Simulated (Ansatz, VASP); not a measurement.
## One calculation of Mg, two programs

```
Mg
1.0
     0.00000    2.24426    2.24426
     2.24426    0.00000    2.24426
     2.24426    2.24426    0.00000
Mg
1
Direct
  0.00000 0.00000 0.00000
```

Alike in both runs: task single point; functional LDA; k mesh 8 × 8 × 8; no spin polarisation.

```csv
,VASP,Ansatz
version,VASP 6.6.1,Ansatz 0.2.0
potentials or method,"VASP PAW LDA potentials, release 64 (Mg)","plane waves, PAW"
plane-wave cutoff (eV),600,420
occupations,"methfessel-paxton of order 1, width 0.1 eV",methfessel-paxton of order 1
valence electrons in the cell,2,10
```

Ansatz gave:

| Property | Result |
| --- | --- |
| pressure (GPa) | -1.2 |

What did VASP give for the same quantities?

Pressure (GPa): -1.6.

LDA's correlation is that of Perdew and Zunger in VASP and of Perdew and Wang (1992) in Ansatz. VASP's potentials hold 2 valence electrons a cell and Ansatz's 10, so a difference there can come from the potentials and not from the codes.
